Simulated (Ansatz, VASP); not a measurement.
## One calculation of Ba, two programs

```
Ba
1.0
     3.67929    0.00000    0.00000
     0.00000    3.67929    0.00000
     0.00000    0.00000    3.67929
Ba
1
Direct
  0.00000 0.00000 0.00000
```

Alike in both runs: functional LDA; k mesh 7 × 7 × 7; occupations fermi-dirac, width 0.05 eV; no spin polarisation.

Ansatz relaxed the structure, and its values are those at the end. VASP's run is a single point on that final structure, the one shown.

|  | VASP | Ansatz |
| --- | --- | --- |
| version | VASP 6.6.1 | Ansatz 0.2.0 |
| potentials or method | VASP PAW LDA potentials, release 64 (Ba_sv) | plane waves, PAW |
| plane-wave cutoff (eV) | 520 | 420 |
| valence electrons in the cell | 10 | 10 |

VASP gave:

| Item | Value |
| --- | --- |
| pressure (GPa) | 0.2 |

Question: What did Ansatz give for the same quantities?

Answer: Pressure (GPa): 0.0.

LDA's correlation is that of Perdew and Zunger in VASP and of Perdew and Wang (1992) in Ansatz.

Spin-orbit coupling is off throughout.
